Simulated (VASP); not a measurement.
Here is a VASP 6.6.1 calculation.

The input INCAR:

```
SYSTEM = CoSi2
PREC = Accurate
ENCUT = 520
EDIFF = 1E-6
ISMEAR = -1
SIGMA = 0.1
LREAL = .False.
LASPH = .True.
NELM = 150
ALGO = Normal
ISIF = 2
LWAVE = .False.
LCHARG = .False.
ISPIN = 2
MAGMOM = 1.82 0.31 0.31
LORBIT = 11
NUPDOWN = 3.0
LMAXMIX = 4
GGA = PS
NBANDS = 20
```

File KPOINTS:

```
regular mesh
0
Gamma
  10 10 10
  0 0 0
```

Contents of POSCAR:

```
CoSi2
1.0
    0.0000000000      2.6780000000      2.6780000000
    2.6780000000      0.0000000000      2.6780000000
    2.6780000000      2.6780000000      0.0000000000
Co Si
1 2
Direct
    0.0000000000      0.0000000000      0.0000000000
    0.2500000000      0.2500000000      0.2500000000
    0.7500000000      0.7500000000      0.7500000000
```

Potentials or basis: VASP PAW PBE potentials, release 64 (Co, Si).

Launch:

```bash
$ cat potpaw_PBE.64/Co/POTCAR potpaw_PBE.64/Si/POTCAR > POTCAR
$ mpirun -np 1 vasp_std > vasp.out
```

(1) Predict the pressure.

Answers

(1) 20.3 GPa.

Caveat: the PAW data sets were made with another functional, which shifts forces and pressure a little; the total moment is fixed, so each spin has its own Fermi level.
